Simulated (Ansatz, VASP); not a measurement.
## Two plane-wave programs on W

Contents of POSCAR:

```
W
1.0
   -1.5334080000      1.5334080000      1.7250840000
    1.5334080000     -1.5334080000      1.7250840000
    1.5334080000      1.5334080000     -1.7250840000
W
1
Direct
    0.0000000000      0.0000000000      0.0000000000
```

Contents of INCAR.step1:

```
PREC = Accurate
ENCUT = 520
ISMEAR = 0
SIGMA = 0.15
LREAL = False
LASPH = True
NELM = 100
NBANDS = 13
GGA = PE
ALGO = Normal
EDIFF = 1E-4
LWAVE = True
LCHARG = False
```

The input INCAR.step2:

```
PREC = Accurate
ENCUT = 520
EDIFF = 1E-6
ISMEAR = 0
SIGMA = 0.15
LREAL = False
LASPH = True
NELM = 100
ALGO = Normal
ISIF = 2
LWAVE = False
LCHARG = False
METAGGA = R2SCAN
LMIXTAU = True
NBANDS = 13
ISTART = 1
```

File KPOINTS:

```
Automatic mesh
0
Gamma
  14 14 14
```

Input for Ansatz:

```yaml
crystal:
  lattice:
    - [-1.533408, 1.533408, 1.725084]
    - [1.533408, -1.533408, 1.725084]
    - [1.533408, 1.533408, -1.725084]
  atoms:
    - { symbol: W, position: [0.0, 0.0, 0.0] }
basis:
  ecutwfc: 500
kpoints:
  mp_grid: { grid: [14, 14, 14] }
hamiltonian:
  xc: r2scan
scf:
  occupations: { method: gaussian, width: 0.15 }
output:
  forces: true
  stress: true
  eigenvalues: true
```

Change from the starting cell: strain -0.040 along x and y, +0.080 along z, atoms carried along.

Alike in both runs: task single point; functional r2SCAN; k mesh 14 × 14 × 14; occupations gaussian, width 0.15 eV; no spin polarisation.

```csv
,VASP,Ansatz
version,VASP 6.6.1,Ansatz 0.2.0
potentials or method,"VASP PAW PBE potentials, release 64 (W_sv), cutoff 520 eV","scalar-relativistic, plane waves, PAW"
valence electrons in the cell,14,14
```

|  | VASP | Ansatz | Ansatz less VASP |
| --- | --- | --- | --- |
| gap on the k mesh at the Fermi level (eV) | none | none | - |
| pressure (GPa) | -3.0 | -4.1 | -1.09 |
| traceless stress, the component that is largest in VASP (GPa) | -20.26 | -20.40 | -0.140 |

VASP's potentials were made for PBE, not for r2SCAN. A gap of «none» marks a metal or a gap that the smearing closes.

Spin-orbit coupling is off throughout.
